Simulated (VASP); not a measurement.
A run of VASP 6.6.1 is set up as follows.

POSCAR

```
CaB6
1.0
    4.1207840000      0.0000000000      0.0000000000
    0.0000000000      4.1207840000      0.0000000000
    0.0000000000      0.0000000000      4.1207840000
Ca B
1 6
Direct
    0.5000000000      0.5000000000      0.5000000000
    0.0000000000      0.0000000000      0.2930000000
    0.0000000000      0.0000000000      0.7070000000
    0.2930000000      0.0000000000      0.0000000000
    0.7070000000      0.0000000000      0.0000000000
    0.0000000000      0.2930000000      0.0000000000
    0.0000000000      0.7070000000      0.0000000000
```

INCAR.step1

```
SYSTEM = CaB6
PREC = Accurate
ENCUT = 520
ISMEAR = -1
SIGMA = 0.1
LREAL = .FALSE.
LASPH = .TRUE.
NELM = 60
NBANDS = 23
GGA = PE
ALGO = Normal
EDIFF = 1E-4
LWAVE = .TRUE.
LCHARG = .FALSE.
```

INCAR.step2

```
SYSTEM = CaB6
PREC = Accurate
ENCUT = 520
EDIFF = 1E-6
ISMEAR = -1
SIGMA = 0.1
LREAL = .FALSE.
LASPH = .TRUE.
NELM = 60
ALGO = Normal
ISIF = 2
LWAVE = .FALSE.
LCHARG = .TRUE.
METAGGA = R2SCAN
LMIXTAU = .TRUE.
LELF = .TRUE.
LVHAR = .TRUE.
NBANDS = 23
ISTART = 1
```

Contents of KPOINTS:

```
Automatic mesh
0
G
  5 5 5
  0 0 0
```

Potentials or basis: VASP PAW PBE potentials, release 64 (Ca_sv, B).

Command:

```console
$ cat potpaw_PBE.64/Ca_sv/POTCAR potpaw_PBE.64/B/POTCAR > POTCAR
$ cp INCAR.step1 INCAR
$ mpirun -np 1 vasp_std > vasp.out
$ cp INCAR.step2 INCAR
$ mpirun -np 1 vasp_std > vasp.out
```

**Question.** What does it give for the largest force?

**Answer.** 1.503 eV/Å.

**Question.** Predict the band gap on the k mesh.

**Answer.** 0.49 eV, direct.

**Question.** Estimate the pressure.

**Answer.** 4.2 GPa.

Forces in eV/Å, atoms in the order of the input:
```
Ca   0.000  0.000  0.000
B    0.000  0.000  1.503
B    0.000  0.000 -1.503
B    1.503  0.000  0.000
B   -1.503  0.000  0.000
B    0.000  1.503  0.000
B    0.000 -1.503  0.000
```

Caveat: the PAW data sets were made with another functional, which shifts forces and pressure a little. A k mesh can miss the band edges.
